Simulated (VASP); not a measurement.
# Os (P6_3/mmc) in VASP: single point with r2SCAN

Aim: the single point of Os with r2SCAN.

Program: VASP 6.6.1. These are calculated values, not measurements. Logs are shortened: lines on timing, memory, paths and dates and some standing lists are left out, and cuts for length are marked.

## 1. The cell of the first run

Symmetry: P6_3/mmc, No. 194, hexagonal system. Conventional cell: a = 2.739 Å, b = 2.739 Å, c = 4.316 Å, α = 90.00°, β = 90.00°, γ = 120.00°. Os (site symmetry -6m2) has 12 Os at 2.68 to 2.74 Å within 3.5 Å.

## 2. Single point, r2SCAN

POSCAR

```
Os
1.0
    2.7390104691      0.0000000000      0.0000000000
   -1.3695052345      2.3720526475      0.0000000000
    0.0000000000      0.0000000000      4.3162372575
Os
2
Direct
    0.3333333333      0.6666666667      0.2500000000
    0.6666666667      0.3333333333      0.7500000000
```

INCAR.step1

```
SYSTEM = Os
PREC = Accurate
ENCUT = 520
ISMEAR = -1
SIGMA = 0.1
LREAL = .FALSE.
LASPH = .TRUE.
NELM = 100
NBANDS = 15
GGA = PE
ALGO = Normal
EDIFF = 1E-4
LWAVE = .TRUE.
LCHARG = .FALSE.
```

INCAR.step2

```
SYSTEM = Os
PREC = Accurate
ENCUT = 520
EDIFF = 1E-7
ISMEAR = -1
SIGMA = 0.1
LREAL = .FALSE.
LASPH = .TRUE.
NELM = 100
ALGO = Normal
ISIF = 2
LWAVE = .FALSE.
LCHARG = .FALSE.
METAGGA = R2SCAN
LMIXTAU = .TRUE.
NBANDS = 15
ISTART = 1
```

KPOINTS

```
Automatic mesh
0
G
  14 14 8
  0 0 0
```

Potentials or basis: VASP PAW PBE potentials, release 64 (Os).

Launch:

```sh
$ cat potpaw_PBE.64/Os/POTCAR > POTCAR
$ cp INCAR.step1 INCAR
$ mpirun -np 1 vasp_std > vasp.out
$ cp INCAR.step2 INCAR
$ mpirun -np 1 vasp_std > vasp.out
```

OUTCAR:

```text
SYSTEM = Os
   PREC = Accurate
   ENCUT = 520
   EDIFF = 1E-7
   ISMEAR = -1
   LREAL = .FALSE.
   LASPH = .TRUE.
   NELM = 100
   ISIF = 2
   METAGGA = R2SCAN
   ISTART = 1

 ion  position               nearest neighbor table
   1  0.333  0.667  0.250-   2 2.68   2 2.68   2 2.68   2 2.68   2 2.68   2 2.68
   2  0.667  0.333  0.750-   1 2.68   1 2.68   1 2.68   1 2.68   1 2.68   1 2.68

  LATTYP: Found a hexagonal cell.
 ALAT       =     2.7390104691
 C/A-ratio  =     1.5758381745

  Lattice vectors:

 A1 = (   2.7390104691,   0.0000000000,   0.0000000000)
 A2 = (  -1.3695052345,   2.3720526475,   0.0000000000)
 A3 = (   0.0000000000,   0.0000000000,   4.3162372575)

Analysis of symmetry for initial positions (statically):
=====================================================================
 Subroutine PRICEL returns:
 Original cell was already a primitive cell.

 Routine SETGRP: Setting up the symmetry group for a
 hexagonal supercell.

 Subroutine GETGRP returns: Found 24 space group operations
 (whereof 12 operations were pure point group operations)
 out of a pool of 24 trial point group operations.

The static configuration has the point symmetry D_3d.
 The point group associated with its full space group is D_6h.

Analysis of symmetry for dynamics (positions and initial velocities):
=====================================================================
 Subroutine PRICEL returns:
 Original cell was already a primitive cell.

 Routine SETGRP: Setting up the symmetry group for a
 hexagonal supercell.

 Subroutine GETGRP returns: Found 24 space group operations
 (whereof 12 operations were pure point group operations)
 out of a pool of 24 trial point group operations.

The dynamic configuration has the point symmetry D_3d.
 The point group associated with its full space group is D_6h.

 Subroutine INISYM returns: Found 24 space group operations
 (whereof 12 operations are pure point group operations),
 and found     1 'primitive' translations

----------------------------------------------------------------------------------------

                                     Primitive cell

  volume of cell :      28.0429

  direct lattice vectors                    reciprocal lattice vectors
     2.739010469  0.000000000  0.000000000     0.365095355  0.210787902  0.000000000
    -1.369505235  2.372052647  0.000000000     0.000000000  0.421575803  0.000000000
     0.000000000  0.000000000  4.316237258     0.000000000  0.000000000  0.231683279

  length of vectors
     2.739010469  2.739010469  4.316237258     0.421575803  0.421575803  0.231683279

  position of ions in fractional coordinates (direct lattice)
     0.333333333  0.666666667  0.250000000
     0.666666667  0.333333333  0.750000000

  ion indices of the primitive-cell ions
   primitive index   ion index
                 1           1
                 2           2

----------------------------------------------------------------------------------------

 KPOINTS: Automatic mesh

Automatic generation of k-mesh.
 Grid dimensions read from file:
 generate k-points for:   14   14    8

 Generating k-lattice:

  Cartesian coordinates                     Fractional coordinates (reciprocal lattice)
     0.026078240  0.015056279  0.000000000     0.071428571  0.000000000  0.000000000
     0.000000000  0.030112557  0.000000000     0.000000000  0.071428571  0.000000000
     0.000000000  0.000000000  0.028960410     0.000000000  0.000000000  0.125000000

  Length of vectors
     0.030112557  0.030112557  0.028960410

  Shift w.r.t. Gamma in fractional coordinates (k-lattice)
     0.000000000  0.000000000  0.000000000

 Subroutine IBZKPT returns following result:
 ===========================================

 Found    120 irreducible k-points:

 Following reciprocal coordinates:
            Coordinates               Weight
  0.000000  0.000000  0.000000      1.000000
  0.071429  0.000000  0.000000      6.000000
  0.142857  0.000000  0.000000      6.000000
  0.214286  0.000000  0.000000      6.000000
  0.285714  0.000000  0.000000      6.000000
  0.357143 -0.000000  0.000000      6.000000
[... 16 lines left out ...]
  0.285714  0.285714  0.000000      6.000000
  0.357143  0.285714  0.000000      6.000000
 [... further k-points ...]
   k-points           NKPTS =    120   k-points in BZ     NKDIM =    120   number of bands    NBANDS=     15
   number of dos      NEDOS =    301   number of ions     NIONS =      2
   total plane-waves  NPLWV =  12800
   dimension x,y,z NGX =    20 NGY =   20 NGZ =   32
   dimension x,y,z NGXF=    40 NGYF=   40 NGZF=   64
   ions per type =               2
   NGX,Y,Z   is equivalent  to a cutoff of  12.14, 12.14, 12.33 a.u.
   NGXF,Y,Z  is equivalent  to a cutoff of  24.28, 24.28, 24.65 a.u.
 SYSTEM =  Os
   PREC   = accura    normal or accurate (medium, high low for compatibility)
   ISTART =      1    job   : 0-new  1-cont  2-samecut
   ICHARG =      0    charge: 1-file 2-atom 10-const
   ISPIN  =      1    spin polarized calculation?
   LNONCOLLINEAR =      F non collinear calculations
   LSORBIT =      F    spin-orbit coupling
   LASPH  =      T    aspherical Exc in radial PAW
   ENCUT  =  520.0 eV  38.22 Ry    6.18 a.u.   5.09  5.09  8.03*2*pi/ulx,y,z
   NELM   =    100;   NELMIN=  2; NELMDL=  0     # of ELM steps
   EDIFF  = 0.1E-06   stopping-criterion for ELM
   LREAL  =      F    real-space projection
   EDIFFG = 0.1E-05   stopping-criterion for IOM
   NSW    =      0    number of steps for IOM
   IBRION =     -1    ionic relax: 0-MD 1-quasi-New 2-CG
   NFREE  =      0    steps in history (QN), initial steepest desc. (CG)
   ISIF   =      2    stress and relaxation
   ISYM   =      2    0-nonsym 1-usesym 2-fastsym
   POTIM  = 0.5000    time-step for ionic-motion
   TEBEG  =    0.0;   TEEND  =   0.0 temperature during run
   PSTRESS=    0.0 pullay stress
   NELECT =      16.0000    total number of electrons
   NUPDOWN=      -1.0000    fix difference up-down
   EMIN   =  10.00;   EMAX   =-10.00  energy-range for DOS
   EFERMI =   0.00;   METHOD = LEGACY
   ISMEAR =    -1;   SIGMA  =   0.10  broadening in eV -4-tet -1-fermi 0-gaus
   EFERMI_NEDOS =   21; number of points for ismear=-14 and -15
   IALGO  =     38    algorithm
   IMIX   =      4    mixing-type and parameters
     AMIX     =   0.40;   BMIX     =  1.00
     AMIX_MAG =   1.60;   BMIX_MAG =  1.00
  volume/ion in A,a.u.               =      14.02        94.62
  Fermi-wavevector in a.u.,A,eV,Ry     =   1.357814  2.565897 25.084513  1.843660
  Thomas-Fermi vector in A             =   2.484701
   LORBIT       =      0    0 simple, 1 ext, 2 COOP (PROOUT), +10 PAW based schemes
   METAGGA = R2SCAN    functional components
   LHFCALC =     F    Hartree Fock is set to
   AEXX    =    0.0000 exact exchange contribution
   IVDW    =     0    specifies the selected vdW correction
   LEPSILON=     F    determine dielectric tensor
   LRPA    =     F    only Hartree local field effects (RPA)
 non-spin polarized calculation
  energy-cutoff  :      520.00
  volume of cell :       28.04
 maximum number of plane-waves:       774
   NGX = 11   NGY = 11   NGZ = 17

 number of electron      15.9999999 magnetization

 Free energy of the ion-electron system (eV)
  ---------------------------------------------------
  ext. energy  EPLUGINS =         0.00000000
  ---------------------------------------------------
  free energy    TOTEN  =      -106.02488814 eV

  energy without entropy =     -105.98232992  energy(sigma->0) =     -106.00360903

 E-fermi :   9.2536     XC(G=0): -15.3759

 val. band max:        9.2531434712   @ k =   0.0714   0.0714   0.3750
 cond. band min:       9.2648966449   @ k =   0.0000   0.0000   0.0000
 fundamental gap:      0.0117531738
 Fermi energy:         9.2535892976

 k-point     1 :       0.0000    0.0000    0.0000
  band No.  band energies     occupation
      1      -2.1856      2.00000
      2       1.1149      2.00000
      3       6.0597      2.00000
      4       6.0597      2.00000
      5       6.3582      2.00000
      6       6.9312      2.00000
      7       6.9312      2.00000
      8       7.5651      2.00000
      9       7.5651      2.00000
     10       9.2649      0.94352
     11      10.9679      0.00000
     12      10.9679      0.00000
     13      18.7972      0.00000
     14      23.9965      0.00000
     15      26.8422      0.00000

 k-point     2 :       0.0714    0.0000    0.0000
  band No.  band energies     occupation
      1      -1.9703      2.00000
      2       1.3045      2.00000
      3       5.6407      2.00000
      4       6.2482      2.00000
      5       6.7073      2.00000
      6       6.8176      2.00000
      7       7.1068      2.00000
      8       7.2927      2.00000
      9       7.4147      2.00000
     10       8.3909      1.99964
     11      11.0717      0.00000
     12      12.1736      0.00000
     13      18.7797      0.00000
     14      24.4346      0.00000
     15      27.1176      0.00000

 k-point     3 :       0.1429    0.0000    0.0000
  band No.  band energies     occupation
      1      -1.3547      2.00000
      2       1.8054      2.00000
      3       5.0649      2.00000
      4       6.2606      2.00000
      5       6.4559      2.00000
      6       6.8015      2.00000
      7       7.0415      2.00000
      8       7.2894      2.00000
      9       7.6192      2.00000
     10       7.7246      2.00000
     11      11.3127      0.00000
     12      14.0699      0.00000
     13      18.6829      0.00000
     14      25.4845      0.00000
     15      27.6949      0.00000

 k-point     4 :       0.2143    0.0000    0.0000
  band No.  band energies     occupation
      1      -0.4391      2.00000
      2       2.3374      2.00000
      3       4.6726      2.00000
      4       5.0191      2.00000
      5       6.1435      2.00000
      6       6.5852      2.00000
      7       7.3463      2.00000
      8       7.6793      2.00000
      9       8.0244      1.99999
     10       8.4236      1.99950
     11      11.5734      0.00000
     12      16.0672      0.00000
     13      18.4672      0.00000
     14      25.1112      0.00000
     15      26.9414      0.00000
[... 307 lines left out ...]
 k-point    22 :       0.3571    0.2143    0.0000
  band No.  band energies     occupation
      1       2.5147      2.00000
      2       2.9394      2.00000
      3       3.0347      2.00000
      4       4.8465      2.00000
      5       5.3641      2.00000
      6       6.1552      2.00000
      7       7.5111      2.00000
      8      10.4596      0.00001
      9      11.3820      0.00000
     10      11.5185      0.00000
     11      14.2895      0.00000
     12      15.5824      0.00000
     13      17.8440      0.00000
     14      21.0981      0.00000
     15      23.7251      0.00000

 k-point    23 :       0.2857    0.2857    0.0000
  band No.  band energies     occupation
      1       2.5242      2.00000
      2       3.1666      2.00000
      3       3.6280      2.00000
      4       4.2570      2.00000
      5       5.3587      2.00000
      6       6.0726      2.00000
      7       7.5549      2.00000
      8      10.1238      0.00033
      9      11.3750      0.00000
     10      11.4355      0.00000
     11      14.2813      0.00000
     12      15.7610      0.00000
     13      17.3838      0.00000
     14      21.5462      0.00000
     15      24.1677      0.00000

 k-point    24 :       0.3571    0.2857    0.0000
  band No.  band energies     occupation
      1       2.4463      2.00000
      2       3.4087      2.00000
      3       3.5240      2.00000
      4       4.4815      2.00000
      5       5.4883      2.00000
      6       5.8219      2.00000
      7       7.7767      2.00000
      8      10.5856      0.00000
      9      11.0456      0.00000
     10      11.3977      0.00000
     11      14.8980      0.00000
     12      14.9466      0.00000
     13      16.7672      0.00000
     14      22.9886      0.00000
     15      24.8099      0.00000

 [... further k-points ...]

------------------------ aborting loop because EDIFF is reached ----------------------------------------

  FORCE on cell =-STRESS in cart. coord.  units (eV):
  Direction    XX          YY          ZZ          XY          YZ          ZX
  --------------------------------------------------------------------------------------
  -------------------------------------------------------------------------------------
  Total        0.1652607      0.1652607      0.1730387      0.0000000     -0.0000000      0.0000000
  in kB        9.4418454      9.4418454      9.8862233      0.0000000     -0.0000000      0.0000000
  external PRESSURE =       9.5899714 kB  Pullay stress =       0.0000000 kB

 VOLUME and BASIS-vectors are now :
 -----------------------------------------------------------------------------
  energy-cutoff  :      520.00
  volume of cell :       28.04
      direct lattice vectors                 reciprocal lattice vectors
     2.739010469  0.000000000  0.000000000     0.365095355  0.210787902  0.000000000
    -1.369505235  2.372052647  0.000000000     0.000000000  0.421575803  0.000000000
     0.000000000  0.000000000  4.316237258     0.000000000  0.000000000  0.231683279

 POSITION                                       TOTAL-FORCE (eV/Angst)
 -----------------------------------------------------------------------------------
     -0.00000      1.58137      1.07906         0.000000      0.000000      0.000000
      1.36951      0.79068      3.23718        -0.000000      0.000000      0.000000
 -----------------------------------------------------------------------------------
    total drift:                               -0.000000      0.000000     -0.000000

  FREE ENERGIE OF THE ION-ELECTRON SYSTEM (eV)
  ---------------------------------------------------
  free  energy   TOTEN  =      -106.0248881355 eV

  energy  without entropy=     -105.9823299167  energy(sigma->0) =     -106.00360903
```

Run time: 3 min. Hardware: 1 thread of Intel Xeon 8259CL, shared host; peak memory 0.17 GiB.

Results:

| Quantity | Value |
| --- | --- |
| Free energy | -106.0249 eV |
| Pressure | 1.0 GPa |
| Band gap on the k mesh | zero (bands 8 and 9 overlap by 3.89 eV) |

Caveat: the PAW data sets were made with another functional, which shifts forces and pressure a little; spin-orbit coupling is left out, which moves the levels of the heavy elements.
